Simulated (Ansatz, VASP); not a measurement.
**CoO: VASP beside Ansatz**

```
Co O
1.0
     3.16739    0.00000    0.00000
    -1.58369    2.74304    0.00000
     0.00000    0.00000    5.28850
Co O
2 2
Direct
  0.00000 0.00000 0.00714
  0.33333 0.66667 0.50714
  0.00000 0.00000 0.36786
  0.33333 0.66667 0.86786
```

Alike in both runs: functional PBE; k mesh 12 × 12 × 8; occupations gaussian, width 0.01 eV; collinear spin.

Ansatz relaxed the structure, and its values are those at the end. VASP's run is a single point on that final structure, the one shown.

```csv
,VASP,Ansatz
version,VASP 6.6.1,Ansatz 0.2.0
potentials or method,"VASP PAW PBE potentials, release 64 (Co, O), cutoff 520 eV","scalar-relativistic, plane waves, PAW"
valence electrons in the cell,30,46
```

|  | VASP | Ansatz | Ansatz less VASP |
| --- | --- | --- | --- |
| gap on the k mesh at the Fermi level (eV) | 0.14 | 0.15 | +0.004 |
| least direct gap on the mesh (eV) | 0.23 | 0.22 | -0.011 |
| pressure (GPa) | -0.1 | 0.0 | +0.11 |
| net moment per atom (μB) | 0.00 | 0.00 | 0.000 |
| size of the moment on the site where the two differ most (μB) | 2.28 | 2.11 | -0.166 |

Site moments also hang on the region over which each program counts them. VASP's potentials hold 30 valence electrons a cell and Ansatz's 46, so a difference there can come from the potentials and not from the codes.
